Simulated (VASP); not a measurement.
BN, 2 atoms in the cell. Symmetry: F-43m, No. 216, cubic system. Conventional cell: a = 3.581 Å, b = 3.581 Å, c = 3.581 Å, α = 90.00°, β = 90.00°, γ = 90.00°. Within 2.1 Å of B (site symmetry -43m) lie 4 N at 1.55 Å. Within 2.1 Å of N (site symmetry -43m) lie 4 B at 1.55 Å. 

```yaml
Program: VASP 6.6.1
Task: relaxation of cell and atoms
Functional: LDA
Potentials_or_basis: VASP PAW LDA potentials, release 64 (B, N)
Cutoff: 600 eV
k_mesh: 12 × 12 × 12
Occupations: gaussian, width 0.01 eV
Spin: no spin polarisation
Dipole_correction: no
Further_INCAR_settings: ALGO = Normal; EDIFF = 1e-06; IBRION = 2; EDIFFG = -0.001; NSW = 80; ISIF = 3
```

Potentials or basis: VASP PAW LDA potentials, release 64 (B, N).

Run with:

```sh
$ cat potpaw_LDA.64/B/POTCAR potpaw_LDA.64/N/POTCAR > POTCAR
$ mpirun -np 1 vasp_std > vasp.out
```

Hardware: 1 thread of Intel(R) Xeon(R) Platinum 8488C (Sapphire Rapids), on a shared host.

Question: How long does it take, and how much memory?

Answer: Run time: 8.7 s on 1 thread of Intel(R) Xeon(R) Platinum 8488C (Sapphire Rapids), on a shared host, peak memory 0.11 GiB. Counts: scf iterations 21, k points 72, ion steps 3.
